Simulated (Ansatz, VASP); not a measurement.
Given: the input of a run of VASP 6.6.1 on Hf.

INCAR

```
PREC = Accurate
ENCUT = 600
EDIFF = 1E-7
ISMEAR = -1
SIGMA = 0.05
LREAL = F
LASPH = T
NELM = 80
ALGO = Normal
ISIF = 3
LWAVE = F
LCHARG = F
GGA = B5
ALDAX = 1.0
AGGAX = 1.0
AGGAC = 1.0
ALDAC = 0.0
IBRION = 2
NSW = 60
EDIFFG = -0.01
```

File KPOINTS:

```
regular mesh
0
Gamma
  10 10 10
```

Contents of POSCAR:

```
Hf
1.0
    0.0000000000      2.2200000000      2.2200000000
    2.2200000000      0.0000000000      2.2200000000
    2.2200000000      2.2200000000      0.0000000000
Hf
1
Direct
    0.0000000000      0.0000000000      0.0000000000
```

Potentials or basis: VASP PAW PBE potentials, release 64 (Hf_pv).

The run is started by

```console
$ cat potpaw_PBE.64/Hf_pv/POTCAR > POTCAR
$ mpirun -np 1 vasp_std > vasp.out
```

Problem. Translate it to Ansatz 0.2.0. Potentials there: Ansatz PAW.

Solution. As run (the cutoff follows the program's own potentials):

The input input.yaml:

```yaml
crystal:
  lattice:
    - [0.0, 2.22, 2.22]
    - [2.22, 0.0, 2.22]
    - [2.22, 2.22, 0.0]
  atoms:
    - { symbol: Hf, position: [0.0, 0.0, 0.0] }
hamiltonian:
  xc: blyp
  pseudopotentials: { kind: paw }
kpoints:
  mp_grid: { grid: [10, 10, 10] }
scf:
  occupations: { method: fermi_dirac, width: 0.05 }
output:
  forces: true
  stress: true
  eigenvalues: true
relax:
  f_tol: 0.01
  max_steps: 40
  cell: { stress_tol: 0.05 }
```

Potentials or basis: Ansatz PAW.

Launch:

```bash
$ ansatz run input.yaml --threads 2 --pin off --max-ram 5632MiB --backend cpu --events-out ev --progress --plain --runs-dir out
```

Both were run:

|  | VASP | Ansatz | Ansatz less VASP |
| --- | --- | --- | --- |
| gap on the k mesh at the Fermi level, each at its own relaxed structure (eV) | none | none | - |
| relaxed volume (Å³/atom) | 23.11 | 23.10 | -0.013 |
| relaxed cell length with the largest relative difference (Å) | 3.197 | 3.197 | -0.0006 |

VASP's potentials were made for PBE, not for BLYP. A gap of «none» marks a metal or a gap that the smearing closes. VASP's potentials hold 10 valence electrons a cell and Ansatz's 26, so a difference there can come from the potentials and not from the codes.

Neither program's run includes spin-orbit coupling. Noted on Ansatz's run: the plane-wave basis is chosen anew once the cell has moved, so the energies of steps on either side of that aren't comparable.
